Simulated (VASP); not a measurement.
# TiO2 (P4_2/mnm) in VASP: single point with r2SCAN

Aim: the single point of TiO2 with r2SCAN.

All numbers are computed with VASP 6.6.1; they aren't measurements. Logs are shortened: lines on timing, memory, paths and dates and some standing lists are left out, and cuts for length are marked.

**The experiment to reproduce.**

“Shallow Valence Band of Rutile GeO2 and P-type Doping”, 2020, arxiv:2011.08928 quotes, for a bulk crystal of TiO2 at 1.6 K: band gap 3.03 eV (direct).

How close the calculation comes is told below.

**1. The cell of the first run**

Symmetry: P4_2/mnm, No. 136, tetragonal system. The conventional cell has a = 4.594 Å, b = 4.594 Å, c = 2.959 Å, α = 90.00°, β = 90.00°, γ = 90.00°. Ti (site symmetry mmm) has 6 O at 1.94 to 1.99 Å within 2.6 Å. Within 2.6 Å of O (site symmetry m2m) lie 3 Ti at 1.94 to 1.99 Å and 1 O at 2.52 Å.

**2. Single point, r2SCAN, collinear spin, ferromagnetic start**

File POSCAR:

```
TiO2
1.0
    4.5941000000      0.0000000000      0.0000000000
    0.0000000000      4.5941000000      0.0000000000
    0.0000000000      0.0000000000      2.9589000000
Ti O
2 4
Direct
    0.0000000000      0.0000000000      0.0000000000
    0.5000000000      0.5000000000      0.5000000000
    0.3057000000      0.3057000000      0.0000000000
    0.1943000000      0.8057000000      0.5000000000
    0.6943000000      0.6943000000      0.0000000000
    0.8057000000      0.1943000000      0.5000000000
```

File INCAR.step1:

```
SYSTEM = TiO2
  PREC = Accurate
  ENCUT = 520
  ISMEAR = -1
  SIGMA = 0.02
  LREAL = .False.
  LASPH = .True.
  NELM = 150
  ISPIN = 2
  MAGMOM = 1 1 0 0 0 0
  LMAXMIX = 4
  NBANDS = 37
  GGA = PE
  ALGO = Normal
  EDIFF = 1E-4
  LWAVE = .True.
  LCHARG = .False.
```

File INCAR.step2:

```
SYSTEM = TiO2
  PREC = Accurate
  ENCUT = 520
  EDIFF = 1E-7
  ISMEAR = -1
  SIGMA = 0.02
  LREAL = .False.
  LASPH = .True.
  NELM = 150
  ALGO = Normal
  ISIF = 2
  LWAVE = .False.
  LCHARG = .False.
  ISPIN = 2
  MAGMOM = 1 1 0 0 0 0
  LORBIT = 11
  LMAXMIX = 4
  METAGGA = R2SCAN
  LMIXTAU = .True.
  NBANDS = 37
  ISTART = 1
```

File KPOINTS:

```
regular mesh
0
Gamma
  4 4 7
  0 0 0
```

Potentials or basis: VASP PAW PBE potentials, release 64 (Ti_sv, O).

Command:

```console
$ cat potpaw_PBE.64/Ti_sv/POTCAR potpaw_PBE.64/O/POTCAR > POTCAR
$ cp INCAR.step1 INCAR
$ mpirun -np 1 vasp_std > vasp.out
$ cp INCAR.step2 INCAR
$ mpirun -np 1 vasp_std > vasp.out
```

OUTCAR:

```text
SYSTEM = TiO2
   PREC = Accurate
   ENCUT = 520
   EDIFF = 1E-7
   ISMEAR = -1
   LREAL = .False.
   LASPH = .True.
   NELM = 150
   ISIF = 2
   ISPIN = 2
   LORBIT = 11
   METAGGA = R2SCAN
   ISTART = 1

 ion  position               nearest neighbor table
   1  0.000  0.000  0.000-   4 1.94   6 1.94   4 1.94   6 1.94   5 1.99   3 1.99
   2  0.500  0.500  0.500-   3 1.94   5 1.94   3 1.94   5 1.94   4 1.99   6 1.99
   3  0.306  0.306  0.000-   2 1.94   2 1.94   1 1.99
   4  0.194  0.806  0.500-   1 1.94   1 1.94   2 1.99
   5  0.694  0.694  0.000-   2 1.94   2 1.94   1 1.99
   6  0.806  0.194  0.500-   1 1.94   1 1.94   2 1.99

  LATTYP: Found a simple tetragonal cell.
 ALAT       =     4.5941000000
 C/A-ratio  =     0.6440652141

  Lattice vectors:

 A1 = (   4.5941000000,   0.0000000000,   0.0000000000)
 A2 = (   0.0000000000,   4.5941000000,   0.0000000000)
 A3 = (   0.0000000000,   0.0000000000,   2.9589000000)

Analysis of symmetry for initial positions (statically):
=====================================================================
 Subroutine PRICEL returns:
 Original cell was already a primitive cell.

 Routine SETGRP: Setting up the symmetry group for a
 simple tetragonal supercell.

 Subroutine GETGRP returns: Found 16 space group operations
 (whereof  8 operations were pure point group operations)
 out of a pool of 16 trial point group operations.

The static configuration has the point symmetry D_2h.
 The point group associated with its full space group is D_4h.

Analysis of symmetry for dynamics (positions and initial velocities):
=====================================================================
 Subroutine PRICEL returns:
 Original cell was already a primitive cell.

 Routine SETGRP: Setting up the symmetry group for a
 simple tetragonal supercell.

 Subroutine GETGRP returns: Found 16 space group operations
 (whereof  8 operations were pure point group operations)
 out of a pool of 16 trial point group operations.

The dynamic configuration has the point symmetry D_2h.
 The point group associated with its full space group is D_4h.

Analysis of structural, dynamic, and magnetic symmetry:
=====================================================================
 Subroutine PRICEL returns:
 Original cell was already a primitive cell.

 Routine SETGRP: Setting up the symmetry group for a
 simple tetragonal supercell.

 Subroutine GETGRP returns: Found 16 space group operations
 (whereof  8 operations were pure point group operations)
 out of a pool of 16 trial point group operations.

The overall configuration has the point symmetry D_2h.
 The point group associated with its full space group is D_4h.

 Subroutine INISYM returns: Found 16 space group operations
 (whereof  8 operations are pure point group operations),
 and found     1 'primitive' translations

----------------------------------------------------------------------------------------

                                     Primitive cell

  volume of cell :      62.4498

  direct lattice vectors                    reciprocal lattice vectors
     4.594100000  0.000000000  0.000000000     0.217670490  0.000000000  0.000000000
     0.000000000  4.594100000  0.000000000     0.000000000  0.217670490  0.000000000
     0.000000000  0.000000000  2.958900000     0.000000000  0.000000000  0.337963432

  length of vectors
     4.594100000  4.594100000  2.958900000     0.217670490  0.217670490  0.337963432

  position of ions in fractional coordinates (direct lattice)
     0.000000000  0.000000000  0.000000000
     0.500000000  0.500000000  0.500000000
     0.305700000  0.305700000  0.000000000
     0.194300000  0.805700000  0.500000000
     0.694300000  0.694300000  0.000000000
     0.805700000  0.194300000  0.500000000

  ion indices of the primitive-cell ions
   primitive index   ion index
                 1           1
                 2           2
                 3           3
                 4           4
                 5           5
                 6           6

----------------------------------------------------------------------------------------

 KPOINTS: regular mesh

Automatic generation of k-mesh.
 Grid dimensions read from file:
 generate k-points for:    4    4    7

 Generating k-lattice:

  Cartesian coordinates                     Fractional coordinates (reciprocal lattice)
     0.054417623  0.000000000  0.000000000     0.250000000  0.000000000  0.000000000
     0.000000000  0.054417623  0.000000000     0.000000000  0.250000000  0.000000000
     0.000000000  0.000000000  0.048280490     0.000000000  0.000000000  0.142857143

  Length of vectors
     0.054417623  0.054417623  0.048280490

  Shift w.r.t. Gamma in fractional coordinates (k-lattice)
     0.000000000  0.000000000  0.000000000

 Subroutine IBZKPT returns following result:
 ===========================================

 Found     24 irreducible k-points:

 Following reciprocal coordinates:
            Coordinates               Weight
  0.000000  0.000000  0.000000      1.000000
  0.250000  0.000000  0.000000      4.000000
  0.500000  0.000000  0.000000      2.000000
  0.250000  0.250000  0.000000      4.000000
  0.500000  0.250000  0.000000      4.000000
  0.500000  0.500000  0.000000      1.000000
[... 16 lines left out ...]
  0.500000  0.250000  0.428571      8.000000
  0.500000  0.500000  0.428571      2.000000
   k-points           NKPTS =     24   k-points in BZ     NKDIM =     24   number of bands    NBANDS=     37
   number of dos      NEDOS =    301   number of ions     NIONS =      6
   total plane-waves  NPLWV =  31104
   dimension x,y,z NGX =    36 NGY =   36 NGZ =   24
   dimension x,y,z NGXF=    72 NGYF=   72 NGZF=   48
   ions per type =               2   4
   NGX,Y,Z   is equivalent  to a cutoff of  13.03, 13.03, 13.48 a.u.
   NGXF,Y,Z  is equivalent  to a cutoff of  26.05, 26.05, 26.97 a.u.
 SYSTEM =  TiO2
   PREC   = accura    normal or accurate (medium, high low for compatibility)
   ISTART =      1    job   : 0-new  1-cont  2-samecut
   ICHARG =      0    charge: 1-file 2-atom 10-const
   ISPIN  =      2    spin polarized calculation?
   LNONCOLLINEAR =      F non collinear calculations
   LSORBIT =      F    spin-orbit coupling
   LASPH  =      T    aspherical Exc in radial PAW
   ENCUT  =  520.0 eV  38.22 Ry    6.18 a.u.   8.54  8.54  5.50*2*pi/ulx,y,z
   NELM   =    150;   NELMIN=  2; NELMDL=  0     # of ELM steps
   EDIFF  = 0.1E-06   stopping-criterion for ELM
   LREAL  =      F    real-space projection
   EDIFFG = 0.1E-05   stopping-criterion for IOM
   NSW    =      0    number of steps for IOM
   IBRION =     -1    ionic relax: 0-MD 1-quasi-New 2-CG
   NFREE  =      0    steps in history (QN), initial steepest desc. (CG)
   ISIF   =      2    stress and relaxation
   ISYM   =      2    0-nonsym 1-usesym 2-fastsym
   POTIM  = 0.5000    time-step for ionic-motion
   TEBEG  =    0.0;   TEEND  =   0.0 temperature during run
   PSTRESS=    0.0 pullay stress
   NELECT =      48.0000    total number of electrons
   NUPDOWN=      -1.0000    fix difference up-down
   EMIN   =  10.00;   EMAX   =-10.00  energy-range for DOS
   EFERMI =   0.00;   METHOD = LEGACY
   ISMEAR =    -1;   SIGMA  =   0.02  broadening in eV -4-tet -1-fermi 0-gaus
   EFERMI_NEDOS =   21; number of points for ismear=-14 and -15
   IALGO  =     38    algorithm
   IMIX   =      4    mixing-type and parameters
     AMIX     =   0.40;   BMIX     =  1.00
     AMIX_MAG =   1.60;   BMIX_MAG =  1.00
  volume/ion in A,a.u.               =      10.41        70.24
  Fermi-wavevector in a.u.,A,eV,Ry     =   1.499610  2.833851 30.597172  2.248829
  Thomas-Fermi vector in A             =   2.611217
   LORBIT       =     11    0 simple, 1 ext, 2 COOP (PROOUT), +10 PAW based schemes
   METAGGA = R2SCAN    functional components
   LHFCALC =     F    Hartree Fock is set to
   AEXX    =    0.0000 exact exchange contribution
   IVDW    =     0    specifies the selected vdW correction
   LEPSILON=     F    determine dielectric tensor
   LRPA    =     F    only Hartree local field effects (RPA)
 spin polarized calculation
  energy-cutoff  :      520.00
  volume of cell :       62.45
 maximum number of plane-waves:      1720
 NGX is ok and might be reduce to    36
   NGX = 17   NGY = 17   NGZ = 11

 number of electron      48.0000023 magnetization      -0.0000000

 number of electron      48.0000023 magnetization       0.0000000

 Free energy of the ion-electron system (eV)
  ---------------------------------------------------
  ext. energy  EPLUGINS =         0.00000000
  ---------------------------------------------------
  free energy    TOTEN  =       -69.79156219 eV

  energy without entropy =      -69.79156219  energy(sigma->0) =      -69.79156219

 E-fermi :   5.1358     XC(G=0): -12.1516

 val. band max:        4.5246057184   @ k =   0.0000   0.0000   0.0000
 cond. band min:       6.7889304633   @ k =   0.0000   0.0000   0.0000
 fundamental gap:      2.2643247448
 Fermi energy:         5.1357535347

 spin component 1

 k-point     1 :       0.0000    0.0000    0.0000
  band No.  band energies     occupation
      1     -54.5995      1.00000
      2     -54.5816      1.00000
      3     -29.8672      1.00000
      4     -29.8672      1.00000
      5     -29.6873      1.00000
      6     -29.6873      1.00000
[... 28 lines left out ...]
     35      13.1240      0.00000
     36      17.0255      0.00000

 k-point     2 :       0.2500    0.0000    0.0000
  band No.  band energies     occupation
      1     -54.5969      1.00000
      2     -54.5842      1.00000
      3     -29.8470      1.00000
      4     -29.8455      1.00000
      5     -29.7113      1.00000
      6     -29.7097      1.00000
[... 28 lines left out ...]
     35      13.8771      0.00000
     36      16.7541      0.00000
[... 817 lines left out ...]
     35      17.2966      0.00000
     36      17.2966      0.00000

 k-point    24 :       0.5000    0.5000    0.4286
  band No.  band energies     occupation
      1     -54.5516      1.00000
      2     -54.5516      1.00000
      3     -30.0768      1.00000
      4     -30.0768      1.00000
      5     -29.7302      1.00000
      6     -29.7302      1.00000
[... 28 lines left out ...]
     35      16.9482      0.00000
     36      16.9482      0.00000
 Fermi energy:         5.1357535347

 spin component 2

 k-point     1 :       0.0000    0.0000    0.0000
  band No.  band energies     occupation
      1     -54.5995      1.00000
      2     -54.5816      1.00000
      3     -29.8672      1.00000
      4     -29.8672      1.00000
      5     -29.6873      1.00000
      6     -29.6873      1.00000
[... 28 lines left out ...]
     35      13.1240      0.00000
     36      17.0255      0.00000

 k-point     2 :       0.2500    0.0000    0.0000
  band No.  band energies     occupation
      1     -54.5969      1.00000
      2     -54.5842      1.00000
      3     -29.8470      1.00000
      4     -29.8455      1.00000
      5     -29.7113      1.00000
      6     -29.7097      1.00000
[... 28 lines left out ...]
     35      13.8771      0.00000
     36      16.7541      0.00000
[... 817 lines left out ...]
     35      17.2966      0.00000
     36      17.2966      0.00000

 k-point    24 :       0.5000    0.5000    0.4286
  band No.  band energies     occupation
      1     -54.5516      1.00000
      2     -54.5516      1.00000
      3     -30.0768      1.00000
      4     -30.0768      1.00000
      5     -29.7302      1.00000
      6     -29.7302      1.00000
[... 28 lines left out ...]
     35      16.9482      0.00000
     36      16.9482      0.00000
 [bands above 36 left out]

------------------------ aborting loop because EDIFF is reached ----------------------------------------

  FORCE on cell =-STRESS in cart. coord.  units (eV):
  Direction    XX          YY          ZZ          XY          YZ          ZX
  --------------------------------------------------------------------------------------
  -------------------------------------------------------------------------------------
  Total        0.5227172      0.5227172      0.5564956     -0.0000000      0.0000000      0.0000000
  in kB       13.4105374     13.4105374     14.2771363     -0.0000000      0.0000000      0.0000000
  external PRESSURE =      13.6994037 kB  Pullay stress =       0.0000000 kB

 VOLUME and BASIS-vectors are now :
 -----------------------------------------------------------------------------
  energy-cutoff  :      520.00
  volume of cell :       62.45
      direct lattice vectors                 reciprocal lattice vectors
     4.594100000  0.000000000  0.000000000     0.217670490  0.000000000  0.000000000
     0.000000000  4.594100000  0.000000000     0.000000000  0.217670490  0.000000000
     0.000000000  0.000000000  2.958900000     0.000000000  0.000000000  0.337963432

 POSITION                                       TOTAL-FORCE (eV/Angst)
 -----------------------------------------------------------------------------------
      0.00000      0.00000      0.00000         0.000000      0.000000     -0.000000
      2.29705      2.29705      1.47945         0.000000      0.000000     -0.000000
      1.40442      1.40442      0.00000        -0.129198     -0.129198      0.000000
      0.89263      3.70147      1.47945         0.129198     -0.129198     -0.000000
      3.18968      3.18968      0.00000         0.129198      0.129198     -0.000000
      3.70147      0.89263      1.47945        -0.129198      0.129198     -0.000000
 -----------------------------------------------------------------------------------
    total drift:                                0.000000      0.000000      0.000000

  FREE ENERGIE OF THE ION-ELECTRON SYSTEM (eV)
  ---------------------------------------------------
  free  energy   TOTEN  =       -69.7915621871 eV

  energy  without entropy=      -69.7915621871  energy(sigma->0) =      -69.79156219

 total charge

# of ion       s       p       d       tot
------------------------------------------
    1        2.218   6.302   1.646  10.167
    2        2.218   6.302   1.646  10.167
    3        1.577   3.533   0.000   5.110
    4        1.577   3.533   0.000   5.110
    5        1.577   3.533   0.000   5.110
    6        1.577   3.533   0.000   5.110
--------------------------------------------------
tot         10.744  26.737   3.292  40.773

 magnetization (x)

# of ion       s       p       d       tot
------------------------------------------
    1       -0.000  -0.000  -0.000  -0.000
    2       -0.000  -0.000  -0.000  -0.000
    3        0.000   0.000   0.000   0.000
    4        0.000   0.000   0.000   0.000
    5        0.000   0.000   0.000   0.000
    6        0.000   0.000   0.000   0.000
--------------------------------------------------
tot         -0.000   0.000  -0.000   0.000
```

Run time: 9.3 min. Hardware: 1 thread of Intel Xeon 8259CL, shared host; peak memory 0.25 GiB.

Results:

- Free energy: -69.7916 eV
- Pressure: 1.4 GPa
- Largest force: 0.183 eV/Å
- Band gap on the k mesh: 2.26 eV, direct
- Net moment: 0.00 μB per cell
- Valence electrons inside the program's atomic spheres: Ti 10.17; O 5.11

Forces in eV/Å, atoms in the order of the input:
```
Ti   0.000  0.000  0.000
Ti   0.000  0.000  0.000
O   -0.129 -0.129  0.000
O    0.129 -0.129  0.000
O    0.129  0.129  0.000
O   -0.129  0.129  0.000
```

Caveat: the PAW data sets were made with another functional, which shifts forces and pressure a little.

**3. How close it comes**

Step 2. Measured gap of TiO2: 3.03 eV (direct; 1.6 K; quoted in “Shallow Valence Band of Rutile GeO2 and P-type Doping”, 2020, arxiv:2011.08928). This calculation gives 2.26 eV (-0.77 eV). 2 values of this kind are on record in papers (3.03 to 3.05 eV); this one was drawn at random among those near their median. The value is that of r2SCAN on a finite k mesh, which can miss the band edges, without temperature or zero-point motion.
